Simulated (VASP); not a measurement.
Input of a VASP 6.6.1 run:

Contents of INCAR:

```
SYSTEM = BP2
ALGO     = Normal         ! electronic algorithm
EDIFF    = 1E-6           ! SCF threshold, eV
ENCUT    = 520            ! plane-wave cutoff, eV
GGA      = PE             ! functional
ISIF     = 2              ! what is computed and relaxed
ISMEAR   = 0              ! smearing method
LASPH    = .True.         ! aspherical terms in the spheres
LCHARG   = .True.         ! write CHGCAR
LELF     = .True.         ! ELF
LREAL    = .False.        ! projectors in reciprocal space
LVHAR    = .True.       
LWAVE    = .False.        ! write WAVECAR
NBANDS   = 22             ! bands
NELM     = 100            ! most SCF steps
PREC     = Accurate       ! precision mode
SIGMA    = 0.1            ! smearing width, eV
```

KPOINTS

```
k-points
0
Gamma
  12 12 4
  0 0 0
```

File POSCAR:

```
BP2
1.0
    3.1202783369      0.0000000000      0.0000000000
    0.0000000000      3.1202783369      0.0000000000
    0.0000000000      0.0000000000      9.2579037591
B P
2 4
Direct
    0.0000000000      0.5000000000      0.5934346346
    0.5000000000      0.0000000000      0.4065653654
    0.5000000000      0.5000000000      0.0000000000
    0.0000000000      0.0000000000      0.0000000000
    0.5000000000      0.0000000000      0.6194028390
    0.0000000000      0.5000000000      0.3805971610
```

Potentials or basis: VASP PAW PBE potentials, release 64 (B, P).

Command:

```sh
$ cat potpaw_PBE.64/B/POTCAR potpaw_PBE.64/P/POTCAR > POTCAR
$ mpirun -np 1 vasp_std > vasp.out
```

(1) Estimate the pressure.

(2) What does it give for the band gap on the k mesh?

(3) Estimate the largest force.

Answers

(1) -0.3 GPa.

(2) zero (band 13 reaches 8.19 eV, above the bottom of band 14 at 4.41 eV).

(3) 0.012 eV/Å.

Caveat: this functional lacks dispersion, which binds the layers, so the pressure and a relaxed spacing across them are unreliable.
